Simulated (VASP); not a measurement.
# RbCd (Fd-3m) in VASP: notebook, part 2 of 2

VASP 6.6.1.

### 5 Relaxation of cell and atoms, PBE

Contents of INCAR:

```
SYSTEM = RbCd
  PREC = Accurate
  ENCUT = 600
  EDIFF = 1E-7
  ISMEAR = 0
  SIGMA = 0.1
  LREAL = .FALSE.
  LASPH = .TRUE.
  NELM = 60
  ALGO = Fast
  ISIF = 3
  LWAVE = .FALSE.
  LCHARG = .FALSE.
  GGA = PE
  IBRION = 2
  NSW = 100
  EDIFFG = -0.01
```

Contents of KPOINTS:

```
regular mesh
0
G
  10 10 10
  0 0 0
```

Contents of POSCAR:

```
RbCd
1.0
    0.0000000000      4.1166595167      4.1166595167
    4.1166595167      0.0000000000      4.1166595167
    4.1166595167      4.1166595167      0.0000000000
Rb Cd
2 2
Direct
    0.5000000000      0.5000000000      0.5000000000
    0.7500000000      0.7500000000      0.7500000000
    0.0000000000      0.0000000000      0.0000000000
    0.2500000000      0.2500000000      0.2500000000
```

Potentials or basis: VASP PAW PBE potentials, release 64 (Rb_sv, Cd).

The run is started by

```sh
> cat potpaw_PBE.64/Rb_sv/POTCAR potpaw_PBE.64/Cd/POTCAR > POTCAR
> mpirun -np 1 vasp_std > vasp.out
```

OUTCAR:

```text
SYSTEM = RbCd
   PREC = Accurate
   ENCUT = 600
   EDIFF = 1E-7
   ISMEAR = 0
   LREAL = .FALSE.
   LASPH = .TRUE.
   NELM = 60
   ISIF = 3
   GGA = PE
   IBRION = 2
   NSW = 100
   EDIFFG = -0.01

 ion  position               nearest neighbor table
   1  0.500  0.500  0.500-   4 3.57   4 3.57   4 3.57   2 3.57   4 3.57   2 3.57   2 3.57   2 3.57
                             3 4.12   3 4.12   3 4.12   3 4.12   3 4.12   3 4.12
   2  0.750  0.750  0.750-   1 3.57   1 3.57   1 3.57   1 3.57   3 3.57   3 3.57   3 3.57   3 3.57
                             4 4.12   4 4.12   4 4.12   4 4.12   4 4.12   4 4.12
   3  0.000  0.000  0.000-   2 3.57   2 3.57   2 3.57   2 3.57   4 3.57   4 3.57   4 3.57   4 3.57
                             1 4.12   1 4.12   1 4.12   1 4.12   1 4.12   1 4.12
   4  0.250  0.250  0.250-   3 3.57   3 3.57   3 3.57   1 3.57   3 3.57   1 3.57   1 3.57   1 3.57
                             2 4.12   2 4.12   2 4.12   2 4.12   2 4.12   2 4.12

  LATTYP: Found a face centered cubic cell.
 ALAT       =     8.2333190334

  Lattice vectors:

 A1 = (   0.0000000000,   4.1166595167,   4.1166595167)
 A2 = (   4.1166595167,   0.0000000000,   4.1166595167)
 A3 = (   4.1166595167,   4.1166595167,   0.0000000000)

Analysis of symmetry for initial positions (statically):
=====================================================================
 Subroutine PRICEL returns:
 Original cell was already a primitive cell.

 Routine SETGRP: Setting up the symmetry group for a
 face centered cubic supercell.

 Subroutine GETGRP returns: Found 48 space group operations
 (whereof 24 operations were pure point group operations)
 out of a pool of 48 trial point group operations.

The static configuration has the point symmetry T_d .
 The point group associated with its full space group is O_h .

Analysis of symmetry for dynamics (positions and initial velocities):
=====================================================================
 Subroutine PRICEL returns:
 Original cell was already a primitive cell.
[... 141 lines left out ...]
   IVDW    =     0    specifies the selected vdW correction
   LEPSILON=     F    determine dielectric tensor
   LRPA    =     F    only Hartree local field effects (RPA)
 conjugate gradient relaxation of ions
 non-spin polarized calculation
 RMM-DIIS sequential band-by-band and
 Gauss-broadening in eV      SIGMA  =   0.10
  energy-cutoff  :      600.00
  volume of cell :      139.53
 maximum number of plane-waves:      4720
   NGX = 23   NGY = 23   NGZ = 23

--------------------------------------- Ionic step        1  -------------------------------------------

 number of electron      41.9999996 magnetization

 Free energy of the ion-electron system (eV)
  ---------------------------------------------------
  ext. energy  EPLUGINS =         0.00000000
  ---------------------------------------------------
  free energy    TOTEN  =        -2.96500109 eV

  energy without entropy =       -2.93821723  energy(sigma->0) =       -2.95160916

------------------------ aborting loop because EDIFF is reached ----------------------------------------

  FORCE on cell =-STRESS in cart. coord.  units (eV):
  Direction    XX          YY          ZZ          XY          YZ          ZX
  --------------------------------------------------------------------------------------
  -------------------------------------------------------------------------------------
  Total        1.9137045      1.9137045      1.9137045     -0.0000000      0.0000000      0.0000000
  in kB       21.9745816     21.9745816     21.9745816     -0.0000000      0.0000000      0.0000000
  external PRESSURE =      21.9745816 kB  Pullay stress =       0.0000000 kB
[... 139 lines left out ...]
--------------------------------------- Ionic step        5  -------------------------------------------

 number of electron      42.0000013 magnetization

 Free energy of the ion-electron system (eV)
  ---------------------------------------------------
  ext. energy  EPLUGINS =         0.00000000
  ---------------------------------------------------
  free energy    TOTEN  =        -3.14004943 eV

  energy without entropy =       -3.12313662  energy(sigma->0) =       -3.13159303

 E-fermi :   1.1174     XC(G=0):  -7.7219

 val. band max:        1.0832936675   @ k =  -0.3000   0.4000   0.1000
 cond. band min:       1.1413718785   @ k =   0.3000   0.1000   0.0000
 fundamental gap:      0.0580782110
 Fermi energy:         1.1173544641

 k-point     1 :       0.0000    0.0000    0.0000
  band No.  band energies     occupation
      1     -27.5061      2.00000
      2     -27.4149      2.00000
      3     -11.7325      2.00000
      4     -11.7325      2.00000
      5     -11.7325      2.00000
      6     -11.4445      2.00000
[... 661 lines left out ...]
     24       2.6116      0.00000
     25       4.0284      0.00000

 [... further k-points ...]

------------------------ aborting loop because EDIFF is reached ----------------------------------------

  FORCE on cell =-STRESS in cart. coord.  units (eV):
  Direction    XX          YY          ZZ          XY          YZ          ZX
  --------------------------------------------------------------------------------------
  -------------------------------------------------------------------------------------
  Total       -0.0047728     -0.0047728     -0.0047728      0.0000000     -0.0000000     -0.0000000
  in kB       -0.0448365     -0.0448365     -0.0448365      0.0000000     -0.0000000     -0.0000000
  external PRESSURE =      -0.0448365 kB  Pullay stress =       0.0000000 kB
[... 19 lines left out ...]
  FREE ENERGIE OF THE ION-ELECTRON SYSTEM (eV)
  ---------------------------------------------------
  free  energy   TOTEN  =        -3.1400494322 eV

  energy  without entropy=       -3.1231366179  energy(sigma->0) =       -3.13159303

 reached required accuracy - stopping structural energy minimisation
```

CONTCAR:

```text
RbCd
   1.00000000000000
     0.0000000000000000    4.4015769579645747    4.4015769579645747
     4.4015769579645747   -0.0000000000000000    4.4015769579645747
     4.4015769579645747    4.4015769579645747    0.0000000000000000
  Rb              Cd
     2     2
Direct
     0.5000000000000000    0.5000000000000000    0.5000000000000000
     0.7500000000000000    0.7500000000000000    0.7500000000000000
     0.0000000000000000    0.0000000000000000    0.0000000000000000
     0.2500000000000000    0.2500000000000000    0.2500000000000000

  0.00000000E+00  0.00000000E+00  0.00000000E+00
  0.00000000E+00  0.00000000E+00  0.00000000E+00
  0.00000000E+00  0.00000000E+00  0.00000000E+00
  0.00000000E+00  0.00000000E+00  0.00000000E+00
```

Wall time 10 min (1 thread of Intel Xeon 6975P-C (Granite Rapids), shared host); peak memory 0.47 GiB.

What came out:

| Item | Value |
| --- | --- |
| Free energy | -3.1400 eV |
| Relaxed volume | 42.64 Å³/atom |
| Relaxed cell | a = 6.225 Å, b = 6.225 Å, c = 6.225 Å, α = 60.00°, β = 60.00°, γ = 60.00° |
| Space group after relaxing (to 0.1 Å) | Fd-3m (No. 227) |
| Energy gained by relaxing | 43.8 meV/atom |
| Ionic steps | 5 |
| Pressure after relaxing | 0.0 GPa |
| Band gap on the k mesh | zero (bands 21 and 22 overlap by 1.34 eV) |

The path:
```tsv
step	energy change (eV)	largest force (eV/Å)	pressure (GPa)	volume (Å³)
1	0.0000	0.0000	2.20	139.53
2	-0.1041	0.0000	1.23	149.42
3	-0.1711	0.0000	0.24	165.04
4	-0.1749	0.0000	0.04	169.48
5	-0.1750	0.0000	0.00	170.55
```

Final structure:
```
Rb Cd
1.0
     0.00000    4.40158    4.40158
     4.40158    0.00000    4.40158
     4.40158    4.40158    0.00000
Rb Cd
2 2
Direct
  0.50000 0.50000 0.50000
  0.75000 0.75000 0.75000
  0.00000 0.00000 0.00000
  0.25000 0.25000 0.25000
```

Caveat: the volume moved by over 15 % at a fixed basis, so the end points are rough.

### 6 The runs side by side

```csv
task,cell,k mesh,cutoff (eV),gap on the mesh (eV),pressure (GPa)
single point,"a = 5.822 Å, angles 60.0°, 4 atoms",4 × 4 × 4,520,none,1.9
single point,"a = 6.227 Å, angles 60.0°, 4 atoms",10 × 10 × 10,520,none,0.0
relaxation of cell and atoms,"relaxed from a = 5.822 Å, angles 60.0°, 4 atoms",10 × 10 × 10,600,none,0.0
```

Alike in all rows: level PBE; potentials or basis VASP PAW PBE potentials, release 64 (Rb_sv, Cd); no spin polarisation; smearing gaussian 0.1 eV.

Caveats: the volume moved by over 15 % at a fixed basis, so the end points are rough (at least some runs).

Absolute energies hang on the potentials; compare differences alone.

The gap in the log of VASP goes by the Fermi energy; the results here count the filled bands.